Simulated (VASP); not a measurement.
Input of a VASP 6.6.1 run:

INCAR

```
  ALGO = Normal
  EDIFF = 1E-6
  ENCUT = 840
  GGA = PE
  GGA_COMPAT = F
  ISIF = 2
  ISMEAR = 0
  LASPH = T
  LCHARG = F
  LREAL = F
  LWAVE = F
  NBANDS = 19
  NELM = 120
  PREC = Accurate
  SIGMA = 0.1
```

File KPOINTS:

```
k-points
0
Gamma
  6 6 4
```

The input POSCAR:

```
MgBe3S
1.0
    4.0267625400      0.0000000000      0.0000000000
   -2.0133812700      3.4872786500      0.0000000000
    0.0000000000      0.0000000000      4.6216893900
Mg Be S
1 3 1
Direct
    0.0000000000      0.0000000000      0.3871077600
    0.4244837300      0.0000000000      0.9394813500
    0.0000000000      0.4244837300      0.9394813500
    0.5755162700      0.5755162700      0.9394813500
    0.0000000000      0.0000000000      0.8252934700
```

Potentials or basis: VASP PAW PBE potentials, release 64 (Mg_sv, Be, S).

Run with:

```bash
$ cat potpaw_PBE.64/Mg_sv/POTCAR potpaw_PBE.64/Be/POTCAR potpaw_PBE.64/S/POTCAR > POTCAR
$ mpirun -np 1 vasp_std > vasp.out
```

Question: Estimate the band gap on the k mesh.

Answer: Zero (bands 11 and 12 overlap by 1.39 eV).

Question: What does it give for the largest force?

Answer: 4.926 eV/Å.

Forces on the atoms (eV/Å):
```
Mg   0.000  0.000 -4.926
Be   3.617  0.000  1.359
Be  -1.809  3.133  1.359
Be  -1.809 -3.133  1.359
S    0.000  0.000  0.848
```

Caveat: forces of over 1 eV/Å act on the atoms, so gaps and moduli don't describe the material at rest.
